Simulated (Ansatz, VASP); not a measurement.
## Two plane-wave programs on GaAs

```
Ga As
1.0
     0.00000    2.83278    2.83278
     2.83278    0.00000    2.83278
     2.83278    2.83278    0.00000
Ga As
1 1
Direct
  0.00000 0.00000 0.00000
  0.75000 0.75000 0.75000
```

Alike in both runs: functional r2SCAN; k mesh 8 × 8 × 8; occupations gaussian, width 0.02 eV; no spin polarisation.

Ansatz relaxed the structure, and its values are those at the end. VASP's run is a single point on that final structure, the one shown.

|  | VASP | Ansatz |
| --- | --- | --- |
| version | VASP 6.6.1 | Ansatz 0.2.0 |
| potentials or method | VASP PAW PBE potentials, release 64 (Ga_d, As), cutoff 520 eV | scalar-relativistic, plane waves, PAW |
| valence electrons in the cell | 18 | 28 |

Ansatz gave:

| Quantity | Value |
| --- | --- |
| gap on the k mesh at the Fermi level (eV) | 0.97 |
| least direct gap on the mesh (eV) | 0.97 |
| pressure (GPa) | 0.0 |

Q: Which values does VASP return?

A: gap on the k mesh at the Fermi level (eV): 0.95; least direct gap on the mesh (eV): 0.95; pressure (GPa): 0.2.

VASP's potentials were made for PBE, not for r2SCAN. The functional is the same, so the differences come from potentials, cutoffs and numerics. VASP's potentials hold 18 valence electrons a cell and Ansatz's 28, so a difference there can come from the potentials and not from the codes.
